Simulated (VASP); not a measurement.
A run of VASP 6.6.1 is set up as follows.

File INCAR:

```
  PREC = Accurate
  ENCUT = 520
  EDIFF = 1E-7
  ISMEAR = 0
  SIGMA = 0.05
  LREAL = False
  LASPH = True
  NELM = 60
  ALGO = Normal
  ISIF = 2
  LWAVE = False
  LCHARG = False
  GGA = PE
  NBANDS = 14
```

File KPOINTS:

```
regular mesh
0
Gamma
  8 8 8
```

The input POSCAR:

```
NaCl
1.0
    0.0000000000      2.8317500000      2.8317500000
    2.8317500000      0.0000000000      2.8317500000
    2.8317500000      2.8317500000      0.0000000000
Na Cl
1 1
Direct
    0.0000000000      0.0000000000      0.0000000000
    0.5000000000      0.5000000000      0.5000000000
```

Potentials or basis: VASP PAW PBE potentials, release 64 (Na_pv, Cl).

Run with:

```bash
$ cat potpaw_PBE.64/Na_pv/POTCAR potpaw_PBE.64/Cl/POTCAR > POTCAR
$ mpirun -np 1 vasp_std > vasp.out
```

Q: Estimate the pressure.

A: 0.4 GPa.

Q: Estimate the band gap on the k mesh.

A: 5.06 eV, direct.

A k mesh can miss the band edges. Expect the measured gap to be larger: semilocal functionals such as PBE lack the derivative discontinuity.
